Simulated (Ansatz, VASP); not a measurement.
# Li2O: VASP beside Ansatz

Contents of INCAR:

```
SYSTEM = Li2O
PREC = Accurate
ENCUT = 650
EDIFF = 1E-8
ISMEAR = -1
SIGMA = 0.03
LREAL = .False.
LASPH = .True.
NELM = 120
ALGO = Normal
ISIF = 2
LWAVE = .False.
LCHARG = .False.
GGA = PS
LEFG = .True.
NBANDS = 13
GGA_COMPAT = .False.
```

Contents of KPOINTS:

```
Automatic mesh
0
Gamma
  9 9 9
  0 0 0
```

Contents of POSCAR:

```
Li2O
1.0
    0.0000000000      2.2623541181      2.2623541181
    2.2623541181      0.0000000000      2.2623541181
    2.2623541181      2.2623541181      0.0000000000
Li O
2 1
Direct
    0.2500000000      0.2500000000      0.2500000000
    0.7500000000      0.7500000000      0.7500000000
    0.0000000000      0.0000000000      0.0000000000
```

Input for Ansatz:

```yaml
crystal:
  lattice:
    - [0.0, 2.2623541181, 2.2623541181]
    - [2.2623541181, 0.0, 2.2623541181]
    - [2.2623541181, 2.2623541181, 0.0]
  atoms:
    - { symbol: Li, position: [0.25, 0.25, 0.25] }
    - { symbol: Li, position: [0.75, 0.75, 0.75] }
    - { symbol: O, position: [0.0, 0.0, 0.0] }
kpoints:
  mp_grid: { grid: [9, 9, 9] }
scf:
  occupations: { method: fermi_dirac, width: 0.03 }
hamiltonian:
  xc: pbesol
  pseudopotentials: { kind: all_electron, datasets: crystal }
output:
  forces: true
  stress: true
  eigenvalues: true
  efg: { contact_densities: true }
```

Change from the starting cell: volume scaled by 0.94, crystal datasets.

Alike in both runs: task electric field gradients; functional PBEsol; k mesh 9 × 9 × 9; occupations fermi-dirac, width 0.03 eV; no spin polarisation.

```csv
,VASP,Ansatz
version,VASP 6.6.1,Ansatz 0.2.0
potentials or method,"VASP PAW PBE potentials, release 64 (Li_sv, O), cutoff 650 eV","all-electron PAW with datasets made for the crystal, scalar-relativistic"
```

```tsv
	VASP	Ansatz	Ansatz less VASP
gap on the k mesh at the Fermi level (eV)	5.04	5.06	+0.013
pressure (GPa)	3.2	3.1	-0.06
```

VASP's potentials were made for PBE, not for PBEsol. Ansatz ran all-electron here, and VASP with PAW potentials.
